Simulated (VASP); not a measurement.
# H15NO6 in VASP: single point with PBE+D3(BJ)

Aim: the single point of H15NO6 with PBE+D3(BJ).

Program: VASP 6.6.1. These are calculated values, not measurements. Logs are shortened: lines on timing, memory, paths and dates and some standing lists are left out, and cuts for length are marked.

## 1. The cell of the first run

The cell holds a disordered packing, 22 atoms: a = 6.222 Å, b = 6.222 Å, c = 6.222 Å, α = 90.00°, β = 90.00°, γ = 90.00°.

## 2. Single point, PBE+D3(BJ)

Contents of INCAR:

```
SYSTEM = H15NO6
PREC     = Accurate       ! precision mode
ENCUT    = 1000           ! plane-wave cutoff, eV
EDIFF    = 1E-6           ! SCF threshold, eV
ISMEAR   = -1             ! smearing method
SIGMA    = 0.02           ! smearing width, eV
LREAL    = Auto         
LASPH    = .TRUE.         ! aspherical terms in the spheres
NELM     = 120            ! most SCF steps
ALGO     = Normal         ! electronic algorithm
ISIF     = 2              ! what is computed and relaxed
LWAVE    = .FALSE.        ! write WAVECAR
LCHARG   = .FALSE.        ! write CHGCAR
GGA      = PE             ! functional
IVDW     = 12             ! dispersion correction
NBANDS   = 45             ! bands
GGA_COMPAT= .FALSE.
```

Contents of KPOINTS:

```
Automatic mesh
0
G
  1 1 1
  0 0 0
```

Contents of POSCAR:

```
H15NO6
1.0
    6.2222230000      0.0000000000      0.0000000000
    0.0000000000      6.2222230000      0.0000000000
    0.0000000000      0.0000000000      6.2222230000
O H N
6 15 1
Direct
    0.3008550797      0.7487318907      0.7266509836
    0.4967203597      0.1384748211      0.6792501453
    0.8733685989      0.5479846048      0.4864965465
    0.2971291800      0.4198806425      0.4004609243
    0.4929319000      0.4409899639      1.0107021389
    0.8753685507      0.8702368664      0.8079059609
    0.1500149374      0.7897149479      0.7547368111
    0.2982412297      0.6518176712      0.6009426105
    0.4107544162      0.2284409480      0.5784107010
    0.4153872271      0.0013574831      0.6979841882
    0.7907984546      0.6572314831      0.3941321277
    0.7748447178      0.4282749096      0.5039327936
    0.3580196523      0.4217257547      0.2512996816
    0.1401554681      0.4392970268      0.3907051735
    0.4975223261      0.3153865332      0.9113091157
    0.4248682468      0.5528773284      0.9213995146
    0.7847899579      0.9843224854      0.7492031711
    0.8373127049      0.7437500469      0.7198073005
    0.5496327444      0.7895021398      0.1720873198
    0.5686095573      0.9492384608      0.3846327550
    0.7473505580      0.9596289147      0.1899729441
    0.6542708326      0.8571177768      0.2785142926
```

Potentials or basis: VASP PAW PBE potentials, release 64 (O_h, H_h, N_h).

Command:

```console
$ cat potpaw_PBE.64/O_h/POTCAR potpaw_PBE.64/H_h/POTCAR potpaw_PBE.64/N_h/POTCAR > POTCAR
$ mpirun -np 1 vasp_gam > vasp.out
```

OUTCAR:

```text
SYSTEM = H15NO6
   PREC = Accurate
   ENCUT = 1000
   EDIFF = 1E-6
   ISMEAR = -1
   LREAL = Auto
   LASPH = .TRUE.
   NELM = 120
   ISIF = 2
   GGA = PE
   IVDW = 12
 IVDW          = 12

 ion  position               nearest neighbor table
   1  0.301  0.749  0.727-   8 0.99   7 0.99
   2  0.497  0.138  0.679-   9 1.00  10 1.00
   3  0.873  0.548  0.486-  12 0.97  11 1.03
   4  0.297  0.420  0.400-  14 0.99  13 1.00
   5  0.493  0.441  0.011-  16 0.99  15 1.00
   6  0.875  0.870  0.808-  17 0.98  18 0.99
   7  0.150  0.790  0.755-   1 0.99
   8  0.298  0.652  0.601-   1 0.99
   9  0.411  0.228  0.578-   2 1.00
  10  0.415  0.001  0.698-   2 1.00
  11  0.791  0.657  0.394-   3 1.03
  12  0.775  0.428  0.504-   3 0.97
  13  0.358  0.422  0.251-   4 1.00
  14  0.140  0.439  0.391-   4 0.99
  15  0.498  0.315  0.911-   5 1.00
  16  0.425  0.553  0.921-   5 0.99
  17  0.785  0.984  0.749-   6 0.98
  18  0.837  0.744  0.720-   6 0.99
  19  0.550  0.790  0.172-  22 1.02
  20  0.569  0.949  0.385-  22 1.02
  21  0.747  0.960  0.190-  22 1.02
  22  0.654  0.857  0.279-  19 1.02  21 1.02  20 1.02

  LATTYP: Found a simple cubic cell.
 ALAT       =     6.2222230000

  Lattice vectors:

 A1 = (   6.2222230000,   0.0000000000,   0.0000000000)
 A2 = (   0.0000000000,   6.2222230000,   0.0000000000)
 A3 = (   0.0000000000,   0.0000000000,   6.2222230000)

Analysis of symmetry for initial positions (statically):
=====================================================================
 Subroutine PRICEL returns:
 Original cell was already a primitive cell.

 Routine SETGRP: Setting up the symmetry group for a
 simple cubic supercell.

 Subroutine GETGRP returns: Found  1 space group operations
 (whereof  1 operations were pure point group operations)
 out of a pool of 48 trial point group operations.

The static configuration has the point symmetry C_1 .

Analysis of symmetry for dynamics (positions and initial velocities):
=====================================================================
 Subroutine PRICEL returns:
 Original cell was already a primitive cell.

 Routine SETGRP: Setting up the symmetry group for a
 simple cubic supercell.

 Subroutine GETGRP returns: Found  1 space group operations
 (whereof  1 operations were pure point group operations)
 out of a pool of 48 trial point group operations.

The dynamic configuration has the point symmetry C_1 .

 Subroutine INISYM returns: Found  1 space group operations
 (whereof  1 operations are pure point group operations),
 and found     1 'primitive' translations

----------------------------------------------------------------------------------------

                                     Primitive cell

  volume of cell :     240.9000

  direct lattice vectors                    reciprocal lattice vectors
     6.222223000  0.000000000  0.000000000     0.160714266  0.000000000  0.000000000
     0.000000000  6.222223000  0.000000000     0.000000000  0.160714266  0.000000000
     0.000000000  0.000000000  6.222223000     0.000000000  0.000000000  0.160714266

  length of vectors
     6.222223000  6.222223000  6.222223000     0.160714266  0.160714266  0.160714266

  position of ions in fractional coordinates (direct lattice)
     0.300855080  0.748731891  0.726650984
     0.496720360  0.138474821  0.679250145
     0.873368599  0.547984605  0.486496546
     0.297129180  0.419880642  0.400460924
     0.492931900  0.440989964  0.010702139
     0.875368551  0.870236866  0.807905961
[... 14 lines left out ...]
     0.747350558  0.959628915  0.189972944
     0.654270833  0.857117777  0.278514293

  ion indices of the primitive-cell ions
   primitive index   ion index
                 1           1
                 2           2
                 3           3
                 4           4
                 5           5
                 6           6
[... 14 lines left out ...]
                21          21
                22          22

----------------------------------------------------------------------------------------

 KPOINTS: Automatic mesh

Automatic generation of k-mesh.
 Grid dimensions read from file:
 generate k-points for:    1    1    1

 Generating k-lattice:

  Cartesian coordinates                     Fractional coordinates (reciprocal lattice)
     0.160714266  0.000000000  0.000000000     1.000000000  0.000000000  0.000000000
     0.000000000  0.160714266  0.000000000     0.000000000  1.000000000  0.000000000
     0.000000000  0.000000000  0.160714266     0.000000000  0.000000000  1.000000000

  Length of vectors
     0.160714266  0.160714266  0.160714266

  Shift w.r.t. Gamma in fractional coordinates (k-lattice)
     0.000000000  0.000000000  0.000000000

 Subroutine IBZKPT returns following result:
 ===========================================

 Found      1 irreducible k-points:

 Following reciprocal coordinates:
            Coordinates               Weight
  0.000000  0.000000  0.000000      1.000000
   k-points           NKPTS =      1   k-points in BZ     NKDIM =      1   number of bands    NBANDS=     45
   number of dos      NEDOS =    301   number of ions     NIONS =     22
   total plane-waves  NPLWV = 262144
   dimension x,y,z NGX =    64 NGY =   64 NGZ =   64
   dimension x,y,z NGXF=   128 NGYF=  128 NGZF=  128
   ions per type =               6  15   1
   NGX,Y,Z   is equivalent  to a cutoff of  17.10, 17.10, 17.10 a.u.
   NGXF,Y,Z  is equivalent  to a cutoff of  34.20, 34.20, 34.20 a.u.
 SYSTEM =  H15NO6
   PREC   = accura    normal or accurate (medium, high low for compatibility)
   ISTART =      0    job   : 0-new  1-cont  2-samecut
   ICHARG =      2    charge: 1-file 2-atom 10-const
   ISPIN  =      1    spin polarized calculation?
   LNONCOLLINEAR =      F non collinear calculations
   LSORBIT =      F    spin-orbit coupling
   LASPH  =      T    aspherical Exc in radial PAW
   ENCUT  = 1000.0 eV  73.50 Ry    8.57 a.u.  16.04 16.04 16.04*2*pi/ulx,y,z
   NELM   =    120;   NELMIN=  2; NELMDL= -5     # of ELM steps
   EDIFF  = 0.1E-05   stopping-criterion for ELM
   LREAL  =      T    real-space projection
   EDIFFG = 0.1E-04   stopping-criterion for IOM
   NSW    =      0    number of steps for IOM
   IBRION =     -1    ionic relax: 0-MD 1-quasi-New 2-CG
   NFREE  =      0    steps in history (QN), initial steepest desc. (CG)
   ISIF   =      2    stress and relaxation
   ISYM   =      2    0-nonsym 1-usesym 2-fastsym
   POTIM  = 0.5000    time-step for ionic-motion
   TEBEG  =    0.0;   TEEND  =   0.0 temperature during run
   PSTRESS=    0.0 pullay stress
   NELECT =      56.0000    total number of electrons
   NUPDOWN=      -1.0000    fix difference up-down
   EMIN   =  10.00;   EMAX   =-10.00  energy-range for DOS
   EFERMI =   0.00;   METHOD = LEGACY
   ISMEAR =    -1;   SIGMA  =   0.02  broadening in eV -4-tet -1-fermi 0-gaus
   EFERMI_NEDOS =   21; number of points for ismear=-14 and -15
   IALGO  =     38    algorithm
   IMIX   =      4    mixing-type and parameters
     AMIX     =   0.40;   BMIX     =  1.00
     AMIX_MAG =   1.60;   BMIX_MAG =  1.00
  volume/ion in A,a.u.               =      10.95        73.89
  Fermi-wavevector in a.u.,A,eV,Ry     =   1.006604  1.902206 13.786122  1.013251
  Thomas-Fermi vector in A             =   2.139357
   LORBIT       =      0    0 simple, 1 ext, 2 COOP (PROOUT), +10 PAW based schemes
   GGA     = PE    functional components
   LHFCALC =     F    Hartree Fock is set to
   AEXX    =    0.0000 exact exchange contribution
   IVDW    =    12    specifies the selected vdW correction
   LEPSILON=     F    determine dielectric tensor
   LRPA    =     F    only Hartree local field effects (RPA)
 non-spin polarized calculation
  energy-cutoff  :     1000.00
  volume of cell :      240.90
 maximum number of plane-waves:      8635
   NGX = 33   NGY = 33   NGZ = 33

 number of electron      55.9999999 magnetization

 Free energy of the ion-electron system (eV)
  ---------------------------------------------------
  ext. energy  EPLUGINS =         0.00000000
  ---------------------------------------------------
  free energy    TOTEN  =      -108.37328631 eV

  energy without entropy =     -108.37328631  energy(sigma->0) =     -108.37328631

 E-fermi :  -3.1663     XC(G=0):  -6.3150

 val. band max:       -3.7157671148   @ k =   0.0000   0.0000   0.0000
 cond. band min:       1.0480682658   @ k =   0.0000   0.0000   0.0000
 fundamental gap:      4.7638353806
 Fermi energy:        -3.1663061254

 k-point     1 :       0.0000    0.0000    0.0000
  band No.  band energies     occupation
      1     -22.5425      2.00000
      2     -21.9982      2.00000
      3     -21.9615      2.00000
      4     -21.8132      2.00000
      5     -21.6260      2.00000
      6     -21.5610      2.00000
[... 32 lines left out ...]
     39       7.1613      0.00000
     40       7.5224      0.00000
 [bands above 40 left out]

------------------------ aborting loop because EDIFF is reached ----------------------------------------

 Edisp (eV)   -0.69529

 E8    (eV) :    -0.1430

  FORCE on cell =-STRESS in cart. coord.  units (eV):
  Direction    XX          YY          ZZ          XY          YZ          ZX
  --------------------------------------------------------------------------------------
  -------------------------------------------------------------------------------------
  Total      -0.02695    -1.31317    -0.94682     0.97428     0.04447     0.30883
  in kB      -0.17927    -8.73364    -6.29711     6.47977     0.29577     2.05395
  external pressure =       -5.07 kB  Pullay stress =        0.00 kB

 VOLUME and BASIS-vectors are now :
 -----------------------------------------------------------------------------
  energy-cutoff  :     1000.00
  volume of cell :      240.90
      direct lattice vectors                 reciprocal lattice vectors
     6.222223000  0.000000000  0.000000000     0.160714266  0.000000000  0.000000000
     0.000000000  6.222223000  0.000000000     0.000000000  0.160714266  0.000000000
     0.000000000  0.000000000  6.222223000     0.000000000  0.000000000  0.160714266

 POSITION                                       TOTAL-FORCE (eV/Angst)
 -----------------------------------------------------------------------------------
      1.87199      4.65878      4.52138         0.029379     -0.079247      0.018911
      3.09070      0.86162      4.22645        -0.030171     -0.030412     -0.067399
      5.43429      3.40968      3.02709        -0.052684     -0.100145      0.062307
      1.84880      2.61259      2.49176        -0.053679     -0.003492     -0.002660
      3.06713      2.74394      0.06659        -0.104535     -0.211077     -0.165699
      5.44674      5.41481      5.02697         0.009123     -0.050839     -0.032460
[... 14 lines left out ...]
      4.65018      5.97103      1.18205         0.025178     -0.134286     -0.036399
      4.07102      5.33318      1.73298         0.013719      0.134016     -0.048979
 -----------------------------------------------------------------------------------
    total drift:                               -0.004830     -0.000225     -0.003817

  FREE ENERGIE OF THE ION-ELECTRON SYSTEM (eV)
  ---------------------------------------------------
  free  energy   TOTEN  =      -109.0685801746 eV

  energy  without entropy=     -109.0685801746  energy(sigma->0) =     -109.06858017
```

Run time: 47 s. Hardware: 1 thread of Intel Xeon Platinum 8375C at 2.90GHz (Ice Lake), shared host; peak memory 0.52 GiB.

Results:

| Item | Value |
| --- | --- |
| Free energy | -109.0686 eV |
| Pressure | -0.5 GPa |
| Largest force | 0.313 eV/Å |
| Dispersion energy per atom | -0.032 eV |

Forces on the atoms (eV/Å):
```
O    0.029 -0.079  0.019
O   -0.030 -0.030 -0.067
O   -0.053 -0.100  0.062
O   -0.054 -0.003 -0.003
O   -0.105 -0.211 -0.166
O    0.009 -0.051 -0.032
H   -0.027  0.051 -0.015
H   -0.013  0.015 -0.009
H    0.028 -0.035  0.012
H    0.070  0.098 -0.019
H   -0.004  0.104 -0.022
H   -0.006 -0.015  0.039
H   -0.065 -0.005  0.066
H    0.054  0.039  0.032
H   -0.021  0.234  0.207
H   -0.038  0.016 -0.016
H    0.047  0.046  0.009
H    0.058  0.008  0.023
H    0.034 -0.028  0.015
H    0.047 -0.052 -0.051
H    0.025 -0.134 -0.036
N    0.014  0.134 -0.049
```

Stress tensor (GPa, compression positive):
```
-0.02  0.65  0.21
 0.65 -0.87  0.03
 0.21  0.03 -0.63
```

Caveat: the k points lie up to 1.01 Å⁻¹ apart, too coarse for converged energies, forces and pressures.
